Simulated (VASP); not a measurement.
# Ti (Im-3m) in VASP: further runs, part 2 of 2

VASP 6.6.1. The steps go on from the part before.

### 3 Single point, LDA

Contents of INCAR:

```
SYSTEM = Ti
PREC = Accurate
ENCUT = 520
EDIFF = 1E-7
ISMEAR = -5
SIGMA = 0.05
LREAL = .False.
LASPH = .True.
NELM = 80
ALGO = Normal
ISIF = 2
LWAVE = .False.
LCHARG = .True.
GGA = CA
LELF = .True.
LVHAR = .True.
NBANDS = 12
```

Contents of KPOINTS:

```
regular mesh
0
Gamma
  11 11 11
  0 0 0
```

Contents of POSCAR:

```
Ti
1.0
   -1.6410000000      1.6410000000      1.6410000000
    1.6410000000     -1.6410000000      1.6410000000
    1.6410000000      1.6410000000     -1.6410000000
Ti
1
Direct
    0.0000000000      0.0000000000      0.0000000000
```

Potentials or basis: VASP PAW LDA potentials, release 64 (Ti_sv).

Launch:

```bash
> cat potpaw_LDA.64/Ti_sv/POTCAR > POTCAR
> mpirun -np 1 vasp_std > vasp.out
```

Run time: 4.8 s. Hardware: 1 thread of Intel Xeon 6975P-C (Granite Rapids), shared host; peak memory 0.13 GiB.

The run converged. Its results:

- Free energy: -8.3938 eV
- Pressure: -11.2 GPa
- Band gap on the k mesh: zero (band 6 reaches 8.63 eV, above the bottom of band 7 at 7.08 eV)

Levels at points of the mesh, in eV from the Fermi level:
| k point | band 2 | band 3 | band 4 | band 5 | band 6 | band 7 | band 8 | band 9 | band 10 | band 11 |
| --- | --- | --- | --- | --- | --- | --- | --- | --- | --- | --- |
| (0.00, 0.00, 0.00) | -32.11 | -32.11 | -32.11 | -5.85 | 0.93 | 0.93 | 0.93 | 2.67 | 2.67 | 17.36 |

Caveat: tetrahedron occupations give inexact forces and stress in metals.

### 4 Single point, r2SCAN+rVV10

POSCAR is that of step 3.

Contents of INCAR.step1:

```
SYSTEM = Ti
PREC = Accurate
ENCUT = 520
ISMEAR = 0
SIGMA = 0.01
LREAL = .False.
LASPH = .True.
NELM = 80
NBANDS = 12
GGA = PE
ALGO = Normal
EDIFF = 1E-4
LWAVE = .True.
LCHARG = .False.
```

Contents of INCAR.step2:

```
SYSTEM = Ti
PREC = Accurate
ENCUT = 520
EDIFF = 1E-6
ISMEAR = 0
SIGMA = 0.01
LREAL = .False.
LASPH = .True.
NELM = 80
ALGO = Normal
ISIF = 2
LWAVE = .False.
LCHARG = .True.
METAGGA = R2SCAN
LMIXTAU = .True.
LUSE_VDW = .True.
IVDW_NL = 2
BPARAM = 11.95
CPARAM = 0.0093
LELF = .True.
LVHAR = .True.
NBANDS = 12
ISTART = 1
```

KPOINTS is that of step 3.

Potentials or basis: VASP PAW PBE potentials, release 64 (Ti_sv).

Launch:

```bash
> cat potpaw_PBE.64/Ti_sv/POTCAR > POTCAR
> cp INCAR.step1 INCAR
> mpirun -np 1 vasp_std > vasp.out
> cp INCAR.step2 INCAR
> mpirun -np 1 vasp_std > vasp.out
```

It took 27 s on 1 thread of Intel Xeon 6975P-C (Granite Rapids), shared host; peak memory 0.21 GiB.

It converged, with:

* Free energy: -12.5263 eV
* Pressure: -3.4 GPa
* Band gap on the k mesh: zero (band 6 reaches 9.05 eV, above the bottom of band 7 at 7.31 eV)

Levels at points of the mesh, in eV from the Fermi level:
```csv
k point,band 4,band 5,band 6,band 7,band 8,band 9
"(0.00, 0.00, 0.00)",-33.78,-6.32,1.11,1.11,1.11,2.85
```

Caveat: the PAW data sets were made with another functional, which shifts forces and pressure a little.

### 5 Single point, r2SCAN+rVV10

POSCAR is that of step 4.

Contents of INCAR.step1:

```
SYSTEM = Ti
PREC = Accurate
ENCUT = 520
ISMEAR = -1
SIGMA = 0.1
LREAL = .False.
LASPH = .True.
NELM = 60
NBANDS = 12
GGA = PE
ALGO = Normal
EDIFF = 1E-4
LWAVE = .True.
LCHARG = .False.
```

Contents of INCAR.step2:

```
SYSTEM = Ti
PREC = Accurate
ENCUT = 520
EDIFF = 1E-6
ISMEAR = -1
SIGMA = 0.1
LREAL = .False.
LASPH = .True.
NELM = 60
ALGO = Normal
ISIF = 2
LWAVE = .False.
LCHARG = .False.
METAGGA = R2SCAN
LMIXTAU = .True.
LUSE_VDW = .True.
IVDW_NL = 2
BPARAM = 11.95
CPARAM = 0.0093
NBANDS = 12
ISTART = 1
```

KPOINTS is that of step 4.

Potentials or basis: VASP PAW PBE potentials, release 64 (Ti_sv).

Launch:

```bash
> cat potpaw_PBE.64/Ti_sv/POTCAR > POTCAR
> cp INCAR.step1 INCAR
> mpirun -np 1 vasp_std > vasp.out
> cp INCAR.step2 INCAR
> mpirun -np 1 vasp_std > vasp.out
```

OUTCAR:

```text
SYSTEM = Ti
   PREC = Accurate
   ENCUT = 520
   EDIFF = 1E-6
   ISMEAR = -1
   LREAL = .False.
   LASPH = .True.
   NELM = 60
   ISIF = 2
   METAGGA = R2SCAN
   IVDW_NL = 2
   BPARAM = 11.95
   ISTART = 1

 ion  position               nearest neighbor table
   1  0.000  0.000  0.000-

  LATTYP: Found a body centered cubic cell.
 ALAT       =     3.2820000000

  Lattice vectors:

 A1 = (  -1.6410000000,   1.6410000000,   1.6410000000)
 A2 = (   1.6410000000,  -1.6410000000,   1.6410000000)
 A3 = (   1.6410000000,   1.6410000000,  -1.6410000000)

Analysis of symmetry for initial positions (statically):
=====================================================================
 Subroutine PRICEL returns:
 Original cell was already a primitive cell.

 Routine SETGRP: Setting up the symmetry group for a
 body centered cubic supercell.

 Subroutine GETGRP returns: Found 48 space group operations
[... 9 lines left out ...]

 Routine SETGRP: Setting up the symmetry group for a
 body centered cubic supercell.

 Subroutine GETGRP returns: Found 48 space group operations
[... 11 lines left out ...]
                                     Primitive cell

  volume of cell :      17.6761

  direct lattice vectors                    reciprocal lattice vectors
    -1.641000000  1.641000000  1.641000000     0.000000000  0.304692261  0.304692261
     1.641000000 -1.641000000  1.641000000     0.304692261  0.000000000  0.304692261
     1.641000000  1.641000000 -1.641000000     0.304692261  0.304692261  0.000000000

  length of vectors
     2.842295375  2.842295375  2.842295375     0.430899928  0.430899928  0.430899928

  position of ions in fractional coordinates (direct lattice)
     0.000000000  0.000000000  0.000000000

  ion indices of the primitive-cell ions
   primitive index   ion index
                 1           1

----------------------------------------------------------------------------------------

[... 88 lines left out ...]
     AMIX     =   0.40;   BMIX     =  1.00
     AMIX_MAG =   1.60;   BMIX_MAG =  1.00
  volume/ion in A,a.u.               =      17.68       119.28
  Fermi-wavevector in a.u.,A,eV,Ry     =   1.438821  2.718977 28.166848  2.070205
  Thomas-Fermi vector in A             =   2.557745
   LORBIT       =      0    0 simple, 1 ext, 2 COOP (PROOUT), +10 PAW based schemes
   METAGGA = R2SCAN    functional components
   LHFCALC =     F    Hartree Fock is set to
   AEXX    =    0.0000 exact exchange contribution
   IVDW_NL    =     2    kernel type
   BPARAM     =11.9500
   IVDW    =     0    specifies the selected vdW correction
   LEPSILON=     F    determine dielectric tensor
   LRPA    =     F    only Hartree local field effects (RPA)
 non-spin polarized calculation
  energy-cutoff  :      520.00
  volume of cell :       17.68
 maximum number of plane-waves:       486
 NGX is ok and might be reduce to    24
   NGX = 11   NGY = 11   NGZ = 11

 number of electron      12.0000001 magnetization

 Free energy of the ion-electron system (eV)
  ---------------------------------------------------
  ext. energy  EPLUGINS =         0.00000000
  ---------------------------------------------------
  free energy    TOTEN  =       -12.56981840 eV

  energy without entropy =      -12.49377889  energy(sigma->0) =      -12.53179865

 E-fermi :   7.9259     XC(G=0): -12.3323

 val. band max:        7.8828243873   @ k =   0.1818   0.1818   0.0000
 cond. band min:       7.9264257874   @ k =  -0.3636  -0.4545   0.0909
 fundamental gap:      0.0436014001
 Fermi energy:         7.9259153867

 k-point     1 :       0.0000    0.0000    0.0000
  band No.  band energies     occupation
      1     -51.0079      2.00000
      2     -25.8312      2.00000
      3     -25.8312      2.00000
      4     -25.8312      2.00000
      5       1.6108      2.00000
      6       9.0544      0.00003
      7       9.0544      0.00003
      8       9.0544      0.00003
      9      10.8007      0.00000
     10      10.8007      0.00000
     11      25.8783      0.00000
     12      25.8783      0.00000
[... 331 lines left out ...]
 k-point    24 :       0.3636    0.1818    0.0909
  band No.  band energies     occupation
      1     -50.8734      2.00000
      2     -26.3696      2.00000
      3     -26.1224      2.00000
      4     -25.9357      2.00000
      5       6.3999      2.00000
      6       7.3478      1.99385
      7       7.8284      1.45227
      8      10.9969      0.00000
      9      11.1896      0.00000
     10      14.3319      0.00000
     11      16.7346      0.00000
     12      19.3227      0.00000

 [... further k-points ...]
[... 5 lines left out ...]
  --------------------------------------------------------------------------------------
  -------------------------------------------------------------------------------------
  Total       -0.3422229     -0.3422229     -0.3422229     -0.0000000     -0.0000000      0.0000000
  in kB      -31.0194355    -31.0194355    -31.0194355     -0.0000000     -0.0000000      0.0000000
  external PRESSURE =     -31.0194355 kB  Pullay stress =       0.0000000 kB

 VOLUME and BASIS-vectors are now :
 -----------------------------------------------------------------------------
  energy-cutoff  :      520.00
  volume of cell :       17.68
      direct lattice vectors                 reciprocal lattice vectors
    -1.641000000  1.641000000  1.641000000     0.000000000  0.304692261  0.304692261
     1.641000000 -1.641000000  1.641000000     0.304692261  0.000000000  0.304692261
     1.641000000  1.641000000 -1.641000000     0.304692261  0.304692261  0.000000000

 POSITION                                       TOTAL-FORCE (eV/Angst)
 -----------------------------------------------------------------------------------
      0.00000      0.00000      0.00000         0.000000      0.000000      0.000000
 -----------------------------------------------------------------------------------
    total drift:                                0.000000      0.000000      0.000000

  FREE ENERGIE OF THE ION-ELECTRON SYSTEM (eV)
  ---------------------------------------------------
  free  energy   TOTEN  =       -12.5698184028 eV

  energy  without entropy=      -12.4937788878  energy(sigma->0) =      -12.53179865
```

Wall time 26 s (1 thread of Intel Xeon 6975P-C (Granite Rapids), shared host); peak memory 0.21 GiB.

What came out:

* Free energy: -12.5698 eV
* Pressure: -3.1 GPa
* Band gap on the k mesh: zero (band 6 reaches 9.05 eV, above the bottom of band 7 at 7.32 eV)

Caveat: the PAW data sets were made with another functional, which shifts forces and pressure a little.

### 6 The runs side by side

| task | level | potentials or basis | cell | cutoff (eV) | smearing | gap on the mesh (eV) | pressure (GPa) |
| --- | --- | --- | --- | --- | --- | --- | --- |
| relaxation of cell and atoms | RPBE+D3(BJ) | VASP PAW PBE potentials, release 64 (Ti_sv) | relaxed | 600 | fermi-dirac 0.05 eV | none | -0.1 |
| single point | LDA | VASP PAW LDA potentials, release 64 (Ti_sv) | as given | 520 | tetrahedron | none | -11.2 |
| single point | r2SCAN+rVV10 | VASP PAW PBE potentials, release 64 (Ti_sv) | as given | 520 | gaussian 0.01 eV | none | -3.4 |
| single point | r2SCAN+rVV10 | VASP PAW PBE potentials, release 64 (Ti_sv) | as given | 520 | fermi-dirac 0.1 eV | none | -3.1 |

Alike in all rows: no spin polarisation; k mesh 11 × 11 × 11.

Caveats: the PAW data sets were made with another functional, which shifts forces and pressure a little (some runs); pairwise dispersion overbinds metals, which lowers pressure and volume (some runs); tetrahedron occupations give inexact forces and stress in metals (some runs).

Total energies depend on the potentials used, so only differences within one code and one set of settings carry meaning.
